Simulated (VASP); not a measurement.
Crystal: Tc.

```
Tc
1.0
     0.00000    1.95000    1.95000
     1.95000    0.00000    1.95000
     1.95000    1.95000    0.00000
Tc
1
Direct
  0.00000 0.00000 0.00000
```

* Program: VASP 6.6.1
* Task: relaxation of cell and atoms
* Functional: LDA
* Potentials or basis: VASP PAW LDA potentials, release 64 (Tc_pv)
* Cutoff: 600 eV
* k mesh: 9 × 9 × 9
* Occupations: fermi-dirac, width 0.05 eV
* Spin: no spin polarisation

At the start: pressure -20.0 GPa; volume 14.83 Å³/atom.

Problem. How do energy, volume and symmetry change on relaxing?

Solution. Over 5 steps the energy falls by 65.4 meV/atom and the volume is 13.85 Å³/atom (-6.6 %); space group Fm-3m (No. 225, to 0.05 Å).

The path:
| step | energy change (eV) | largest force (eV/Å) | pressure (GPa) | volume (Å³) |
| --- | --- | --- | --- | --- |
| 1 | 0.0000 | 0.0000 | -20.02 | 14.83 |
| 2 | 0.7144 | 0.0000 | 114.11 | 11.20 |
| 3 | -0.0649 | 0.0000 | -1.93 | 13.93 |
| 4 | -0.0654 | 0.0000 | -0.46 | 13.87 |
| 5 | -0.0654 | 0.0000 | -0.05 | 13.85 |

Final structure:
```yaml
crystal:
  lattice:
    - [0.00000, 1.90597, 1.90597]
    - [1.90597, 0.00000, 1.90597]
    - [1.90597, 1.90597, 0.00000]
  atoms:
    - { symbol: Tc, position: [0.00000, 0.00000, 0.00000] }
```
